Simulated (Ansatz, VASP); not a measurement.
Al2Cu: VASP beside Ansatz

```
Al Cu
1.0
     4.10518    0.00000    0.00000
     0.00000    4.10518    0.00000
     0.00000    0.00000    2.89131
Al Cu
2 1
Direct
  0.50000 0.00000 0.50000
  0.00000 0.50000 0.50000
  0.00000 0.00000 0.00000
```

Alike in both runs: task relaxation of cell and atoms; functional PBE; k mesh 10 × 10 × 14; occupations gaussian, width 0.1 eV; no spin polarisation.

|  | VASP | Ansatz |
| --- | --- | --- |
| version | VASP 6.6.1 | Ansatz 0.2.0 |
| potentials or method | VASP PAW PBE potentials, release 64 (Al, Cu), cutoff 600 eV | scalar-relativistic, plane waves, PAW |
| valence electrons in the cell | 17 | 25 |

```tsv
	VASP	Ansatz	Ansatz less VASP
gap on the k mesh at the Fermi level, each at its own relaxed structure (eV)	none	none	-
relaxed volume (Å³/atom)	16.36	16.33	-0.029
relaxed length of the cell vector where the two differ most in proportion (Å)	2.887	2.885	-0.0019
```

A gap of «none» marks a metal or a gap that the smearing closes. VASP's potentials hold 17 valence electrons a cell and Ansatz's 25, so a difference there can come from the potentials and not from the codes.

Noted on VASP's run: too few bands were computed for a metal, which touches its energy and stress.
